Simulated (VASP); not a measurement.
# Si9O16 (a cell with a defect) in VASP: single point with PBE+D3(BJ)

Aim: the single point of Si9O16 (a cell with a defect) with PBE+D3(BJ).

Everything below comes from runs of VASP 6.6.1. Logs are shortened: lines on timing, memory, paths and dates and some standing lists are left out, and cuts for length are marked.

### Step 1. The cell of the first run

The cell holds a defect, 25 atoms: a = 5.804 Å, b = 5.804 Å, c = 5.283 Å, α = 90.00°, β = 90.00°, γ = 90.00°.

### Step 2. Single point, PBE+D3(BJ)

Input file INCAR:

```
  PREC = Accurate
  ENCUT = 520
  EDIFF = 1E-6
  ISMEAR = -1
  SIGMA = 0.02
  LREAL = Auto
  LASPH = True
  NELM = 80
  ALGO = Normal
  ISIF = 2
  LWAVE = False
  LCHARG = False
  GGA = PE
  IVDW = 12
  NBANDS = 84
```

Input file KPOINTS:

```
Automatic mesh
0
Gamma
  3 3 3
```

Input file POSCAR:

```
Si9O16
1.0
   -4.1043000000     -4.1043000000      0.0000000000
    4.1043000000     -4.1043000000      0.0000000000
    0.0000000000      0.0000000000      5.2834000000
Si O
9 16
Direct
    0.4763300685      0.4818140730     -0.0142862551
    0.1118405087      0.4837204883      0.2495707310
    0.4763178861      0.4818727919      0.5134534580
   -0.0290053115      0.5093413006      0.7496150206
    0.0177584485      0.0243883244     -0.0061460423
    0.5286728553     -0.0258126843      0.2495853049
    0.0177757474      0.0243176668      0.5054699625
    0.5092658919     -0.0055188461      0.7496108566
    0.8048599030      0.6635188705      0.2494556536
    0.1869105572      0.4811034768     -0.0446229701
    0.0211453841      0.2155819506      0.2496871333
    0.7639891090      0.4986910070     -0.0254828330
    0.0199741734      0.8591267695      0.2496825908
    0.1868436761      0.4813791633      0.5437988795
    0.0015320518      0.2040598884      0.7495752735
    0.7640109154      0.4990731672      0.5246004467
    0.0020597910      0.8098233560      0.7497441042
    0.7124633921      0.0245000365     -0.0123867207
    0.3858705504      0.6468239407      0.2495695953
    0.3174313525     -0.0046279512     -0.0011004278
    0.4876808469      0.2897888800      0.2496519287
    0.7124629048      0.0242685720      0.5116107052
    0.4834592988      0.6970007066      0.7496735057
    0.3174376873     -0.0047173696      0.5003403112
    0.4862404064      0.2894329118      0.7495118674
```

Potentials or basis: VASP PAW PBE potentials, release 64 (Si, O).

On the command line:

```
> cat potpaw_PBE.64/Si/POTCAR potpaw_PBE.64/O/POTCAR > POTCAR
> mpirun -np 1 vasp_std > vasp.out
```

OUTCAR:

```text
PREC = Accurate
   ENCUT = 520
   EDIFF = 1E-6
   ISMEAR = -1
   LREAL = Auto
   LASPH = True
   NELM = 80
   ISIF = 2
   GGA = PE
   IVDW = 12
 IVDW          = 12

 ion  position               nearest neighbor table
   1  0.476  0.482  0.986-  12 1.67  25 1.68  10 1.69  23 1.77  19 1.77  21 1.79   3 2.50   2 2.53
                             9 2.59   3 2.79   8 3.10   4 3.13
   2  0.112  0.484  0.250-  10 1.61  14 1.61  11 1.64  19 1.85   9 2.06  13 2.24  21 2.45  16 2.49
                            12 2.49   1 2.53   3 2.53   4 2.77   4 2.77   5 3.04   7 3.04
   3  0.476  0.482  0.513-  16 1.67  25 1.68  14 1.69  23 1.77  19 1.77  21 1.79   1 2.50   2 2.53
                             9 2.59   1 2.79   8 3.10   4 3.13
   4  0.971  0.509  0.750-  14 1.67  10 1.67  12 1.69  16 1.69  17 1.75  15 1.78   2 2.77   2 2.77
                             9 2.95   9 2.95   5 3.11   7 3.11   1 3.13   3 3.13
   5  0.018  0.024  0.994-  13 1.66  15 1.66  20 1.75  11 1.75  18 1.77  17 1.80   7 2.58   7 2.70
                             9 2.78   2 3.04   4 3.11   8 3.14
   6  0.529  0.974  0.250-  22 1.77  18 1.77  20 1.81  24 1.81  21 1.85  19 2.07   9 2.41   8 2.65
                             8 2.65
   7  0.018  0.024  0.505-  13 1.66  15 1.66  24 1.75  11 1.75  22 1.77  17 1.80   5 2.58   5 2.70
                             9 2.78   2 3.04   4 3.11   8 3.14
   8  0.509  0.994  0.750-  25 1.72  24 1.72  20 1.72  22 1.73  18 1.73  23 1.73   6 2.65   6 2.65
                             1 3.10   3 3.10   7 3.14   5 3.14
   9  0.805  0.664  0.249-  13 1.69  16 1.76  12 1.76   2 2.06   6 2.41  19 2.43   1 2.59   3 2.59
                             5 2.78   7 2.78   4 2.95   4 2.95
  10  0.187  0.481  0.955-   2 1.61   4 1.67   1 1.69
  11  0.021  0.216  0.250-   2 1.64   5 1.75   7 1.75
  12  0.764  0.499  0.975-   1 1.67   4 1.69   9 1.76   2 2.49
  13  0.020  0.859  0.250-   7 1.66   5 1.66   9 1.69   2 2.24
  14  0.187  0.481  0.544-   2 1.61   4 1.67   3 1.69
  15  0.002  0.204  0.750-   7 1.66   5 1.66   4 1.78
  16  0.764  0.499  0.525-   3 1.67   4 1.69   9 1.76   2 2.49
  17  0.002  0.810  0.750-   4 1.75   5 1.80   7 1.80
  18  0.712  0.025  0.988-   8 1.73   6 1.77   5 1.77
  19  0.386  0.647  0.250-   3 1.77   1 1.77   2 1.85   6 2.07   9 2.43
  20  0.317  0.995  0.999-   8 1.72   5 1.75   6 1.81
  21  0.488  0.290  0.250-   3 1.79   1 1.79   6 1.85   2 2.45
  22  0.712  0.024  0.512-   8 1.73   6 1.77   7 1.77
  23  0.483  0.697  0.750-   8 1.73   1 1.77   3 1.77
  24  0.317  0.995  0.500-   8 1.72   7 1.75   6 1.81
  25  0.486  0.289  0.750-   3 1.68   1 1.68   8 1.72

  LATTYP: Found a simple tetragonal cell.
 ALAT       =     5.8043567240
 C/A-ratio  =     0.9102472937

  Lattice vectors:

 A1 = (  -4.1043000000,  -4.1043000000,   0.0000000000)
 A2 = (   4.1043000000,  -4.1043000000,   0.0000000000)
 A3 = (   0.0000000000,   0.0000000000,   5.2834000000)

Analysis of symmetry for initial positions (statically):
=====================================================================
 Subroutine PRICEL returns:
 Original cell was already a primitive cell.

 Routine SETGRP: Setting up the symmetry group for a
 simple tetragonal supercell.

 Subroutine GETGRP returns: Found  1 space group operations
 (whereof  1 operations were pure point group operations)
 out of a pool of 16 trial point group operations.

The static configuration has the point symmetry C_1 .

Analysis of symmetry for dynamics (positions and initial velocities):
=====================================================================
 Subroutine PRICEL returns:
 Original cell was already a primitive cell.

 Routine SETGRP: Setting up the symmetry group for a
 simple tetragonal supercell.

 Subroutine GETGRP returns: Found  1 space group operations
 (whereof  1 operations were pure point group operations)
 out of a pool of 16 trial point group operations.

The dynamic configuration has the point symmetry C_1 .

 Subroutine INISYM returns: Found  1 space group operations
 (whereof  1 operations are pure point group operations),
 and found     1 'primitive' translations

----------------------------------------------------------------------------------------

                                     Primitive cell

  volume of cell :     178.0007

  direct lattice vectors                    reciprocal lattice vectors
    -4.104300000 -4.104300000  0.000000000    -0.121823453 -0.121823453  0.000000000
[... 72 lines left out ...]
    -0.040607818 -0.040607818  0.000000000     0.333333333  0.000000000  0.000000000
     0.040607818 -0.040607818  0.000000000     0.000000000  0.333333333  0.000000000
     0.000000000  0.000000000  0.063090687     0.000000000  0.000000000  0.333333333

  Length of vectors
     0.057428127  0.057428127  0.063090687

  Shift w.r.t. Gamma in fractional coordinates (k-lattice)
     0.000000000  0.000000000  0.000000000

 Subroutine IBZKPT returns following result:
 ===========================================

 Found     14 irreducible k-points:

 Following reciprocal coordinates:
            Coordinates               Weight
  0.000000  0.000000  0.000000      1.000000
  0.333333  0.000000  0.000000      2.000000
  0.000000  0.333333  0.000000      2.000000
  0.333333  0.333333  0.000000      2.000000
 -0.333333  0.333333  0.000000      2.000000
  0.000000  0.000000  0.333333      2.000000
  0.333333  0.000000  0.333333      2.000000
  0.000000  0.333333  0.333333      2.000000
 -0.333333  0.000000  0.333333      2.000000
  0.000000 -0.333333  0.333333      2.000000
  0.333333  0.333333  0.333333      2.000000
 -0.333333  0.333333  0.333333      2.000000
 -0.333333 -0.333333  0.333333      2.000000
  0.333333 -0.333333  0.333333      2.000000
   k-points           NKPTS =     14   k-points in BZ     NKDIM =     14   number of bands    NBANDS=     84
   number of dos      NEDOS =    301   number of ions     NIONS =     25
   total plane-waves  NPLWV =  92160
   dimension x,y,z NGX =    48 NGY =   48 NGZ =   40
   dimension x,y,z NGXF=    96 NGYF=   96 NGZF=   80
   ions per type =               9  16
   NGX,Y,Z   is equivalent  to a cutoff of  13.75, 13.75, 12.59 a.u.
   NGXF,Y,Z  is equivalent  to a cutoff of  27.50, 27.50, 25.17 a.u.
 SYSTEM =  unknown system
   PREC   = accura    normal or accurate (medium, high low for compatibility)
   ISTART =      0    job   : 0-new  1-cont  2-samecut
   ICHARG =      2    charge: 1-file 2-atom 10-const
   ISPIN  =      1    spin polarized calculation?
   LNONCOLLINEAR =      F non collinear calculations
   LSORBIT =      F    spin-orbit coupling
   LASPH  =      T    aspherical Exc in radial PAW
   ENCUT  =  520.0 eV  38.22 Ry    6.18 a.u.  10.79 10.79  9.82*2*pi/ulx,y,z
   NELM   =     80;   NELMIN=  2; NELMDL= -5     # of ELM steps
   EDIFF  = 0.1E-05   stopping-criterion for ELM
   LREAL  =      T    real-space projection
   EDIFFG = 0.1E-04   stopping-criterion for IOM
   NSW    =      0    number of steps for IOM
   IBRION =     -1    ionic relax: 0-MD 1-quasi-New 2-CG
   NFREE  =      0    steps in history (QN), initial steepest desc. (CG)
   ISIF   =      2    stress and relaxation
   ISYM   =      2    0-nonsym 1-usesym 2-fastsym
   POTIM  = 0.5000    time-step for ionic-motion
   TEBEG  =    0.0;   TEEND  =   0.0 temperature during run
   PSTRESS=    0.0 pullay stress
   NELECT =     132.0000    total number of electrons
   NUPDOWN=      -1.0000    fix difference up-down
   EMIN   =  10.00;   EMAX   =-10.00  energy-range for DOS
   EFERMI =   0.00;   METHOD = LEGACY
   ISMEAR =    -1;   SIGMA  =   0.02  broadening in eV -4-tet -1-fermi 0-gaus
   EFERMI_NEDOS =   21; number of points for ismear=-14 and -15
   IALGO  =     38    algorithm
   IMIX   =      4    mixing-type and parameters
     AMIX     =   0.40;   BMIX     =  1.00
     AMIX_MAG =   1.60;   BMIX_MAG =  1.00
  volume/ion in A,a.u.               =       7.12        48.05
  Fermi-wavevector in a.u.,A,eV,Ry     =   1.481809  2.800213 29.875103  2.195758
  Thomas-Fermi vector in A             =   2.595673
   LORBIT       =      0    0 simple, 1 ext, 2 COOP (PROOUT), +10 PAW based schemes
   GGA     = PE    functional components
   LHFCALC =     F    Hartree Fock is set to
   AEXX    =    0.0000 exact exchange contribution
   IVDW    =    12    specifies the selected vdW correction
   LEPSILON=     F    determine dielectric tensor
   LRPA    =     F    only Hartree local field effects (RPA)
 non-spin polarized calculation
  energy-cutoff  :      520.00
  volume of cell :      178.00
 maximum number of plane-waves:      4807
 NGX is ok and might be reduce to    48
   NGX = 21   NGY = 21   NGZ = 19

 number of electron     131.9999979 magnetization

 Free energy of the ion-electron system (eV)
  ---------------------------------------------------
  ext. energy  EPLUGINS =         0.00000000
  ---------------------------------------------------
  free energy    TOTEN  =      -172.97774241 eV

  energy without entropy =     -172.97774241  energy(sigma->0) =     -172.97774241

 E-fermi :  13.4904     XC(G=0): -12.8291

 val. band max:       12.9476380713   @ k =   0.0000  -0.3333   0.3333
 cond. band min:      15.7138582487   @ k =   0.3333   0.0000   0.0000
 fundamental gap:      2.7662201773
 Fermi energy:        13.4904176723

 k-point     1 :       0.0000    0.0000    0.0000
  band No.  band energies     occupation
      1     -13.7863      2.00000
      2     -12.1433      2.00000
      3     -11.3721      2.00000
      4     -11.1503      2.00000
      5     -10.8466      2.00000
      6     -10.7311      2.00000
[... 1123 lines left out ...]
     77      19.8697      0.00000
     78      20.2058      0.00000
 [bands above 78 left out]

------------------------ aborting loop because EDIFF is reached ----------------------------------------

 Edisp (eV)   -6.99259

 E8    (eV) :    -2.4365

  FORCE on cell =-STRESS in cart. coord.  units (eV):
  Direction    XX          YY          ZZ          XY          YZ          ZX
  --------------------------------------------------------------------------------------
  -------------------------------------------------------------------------------------
  Total      53.46220    79.81275    75.74657    -4.64435    -0.02559     0.03484
  in kB     481.21122   718.39148   681.79200   -41.80360    -0.23032     0.31363
  external pressure =      627.13 kB  Pullay stress =        0.00 kB

 VOLUME and BASIS-vectors are now :
 -----------------------------------------------------------------------------
  energy-cutoff  :      520.00
  volume of cell :      178.00
      direct lattice vectors                 reciprocal lattice vectors
    -4.104300000 -4.104300000  0.000000000    -0.121823453 -0.121823453  0.000000000
     4.104300000 -4.104300000  0.000000000     0.121823453 -0.121823453  0.000000000
     0.000000000  0.000000000  5.283400000     0.000000000  0.000000000  0.189272060

 POSITION                                       TOTAL-FORCE (eV/Angst)
 -----------------------------------------------------------------------------------
      0.02251     -3.93251      5.20792        -0.005314      0.023066     -0.015933
      1.52631     -2.44436      1.31858         0.127474      0.028265      0.000060
      0.02280     -3.93270      2.71278        -0.004492      0.021161      0.016564
     -1.89476     -6.07574      3.96052        -0.023318      0.008708      0.000172
      0.02721     -0.17298      5.25093        -0.006670     -0.004113      0.004287
      1.82852     -6.16819      1.31866         0.028833      0.027309      0.000198
[... 17 lines left out ...]
      2.78208     -5.38780      2.64350         0.002775      0.003481     -0.015882
     -0.80776     -3.18360      3.95997        -0.036053      0.023282     -0.001199
 -----------------------------------------------------------------------------------
    total drift:                               -0.002073     -0.015477     -0.001704

  FREE ENERGIE OF THE ION-ELECTRON SYSTEM (eV)
  ---------------------------------------------------
  free  energy   TOTEN  =      -179.9703330952 eV

  energy  without entropy=     -179.9703330952  energy(sigma->0) =     -179.97033310
```

Wall time 6.4 min (1 thread of Intel Xeon Platinum 8488C (Sapphire Rapids), shared host); peak memory 0.35 GiB.

Results:

```
Free energy                : -179.9703 eV
Pressure                   : 62.7 GPa
Largest force              : 0.131 eV/Å
Band gap on the k mesh     : 2.77 eV
Dispersion energy per atom : -0.280 eV
```

Forces in eV/Å, atoms in the order of the input:
```
Si  -0.005  0.023 -0.016
Si   0.127  0.028  0.000
Si  -0.004  0.021  0.017
Si  -0.023  0.009  0.000
Si  -0.007 -0.004  0.004
Si   0.029  0.027  0.000
Si  -0.006 -0.003 -0.003
Si   0.007 -0.007  0.000
Si  -0.041 -0.008  0.000
O   -0.018 -0.026 -0.028
O   -0.039  0.018 -0.002
O    0.014 -0.010 -0.015
O    0.020  0.007  0.000
O   -0.020 -0.026  0.030
O    0.035 -0.016  0.002
O    0.012 -0.006  0.014
O   -0.001  0.011  0.000
O   -0.031 -0.006  0.004
O    0.002 -0.016  0.000
O    0.002  0.003  0.017
O    0.001  0.000 -0.001
O   -0.028 -0.008 -0.005
O    0.009 -0.037  0.000
O    0.003  0.003 -0.016
O   -0.036  0.023 -0.001
```
